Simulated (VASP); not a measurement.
# CoO: single point with PBEsol

The system is CoO.

```
Co O
1.0
     1.50547    0.86918    2.43993
    -1.50547    0.86918    2.43993
     0.00000   -1.73837    2.43993
Co O
1 1
Direct
  0.00000 0.00000 0.00000
  0.50000 0.50000 0.50000
```

* Program: VASP 6.6.1
* Task: single point
* Functional: PBEsol
* Potentials or basis: VASP PAW PBE potentials, release 64 (Co, O)
* Cutoff: 520 eV
* k mesh: 9 × 9 × 9
* Occupations: gaussian, width 0.05 eV
* Spin: collinear spin, ferromagnetic start
* Starting moments: [2.75, 0.38] μB

- Pressure: -9.8 GPa
- Net moment: 2.93 μB per cell
- Site moments: Co +2.56; O +0.32 μB
- Valence electrons inside the program's atomic spheres: Co 7.82; O 4.95

Stress tensor (GPa, compression positive):
```
 -9.60   0.00   0.00
  0.00  -9.60   0.00
  0.00   0.00 -10.14
```

Levels at points of the mesh, in eV from the Fermi level:
Spin up:
```
           k point  band 6  band 7  band 8  band 9  band 10  band 11  band 12  band 13
(0.00, 0.00, 0.00)   -3.23   -3.18   -3.18   -3.14     0.88    16.59    17.90    17.90
```
Spin down:
```tsv
k point	band 3	band 4	band 5	band 6	band 7	band 8	band 9	band 10
(0.00, 0.00, 0.00)	-2.67	-2.61	-1.14	-1.14	-1.11	-0.15	-0.15	1.44
```

Run time: 44 s on 1 thread of Intel(R) Xeon(R) Platinum 8488C (Sapphire Rapids), with other jobs on the host, peak memory 0.18 GiB.

Caveat: the PAW data sets were made with another functional, which shifts forces and pressure a little; a cell with one magnetic atom can't hold antiferromagnetic order, which such compounds often take; semilocal functionals often make such compounds metallic where correlation or magnetic order opens a gap, which also shifts bond lengths. With open d or f shells a metallic result of PBEsol can be an artefact of self-interaction; +U or a hybrid may open a gap.
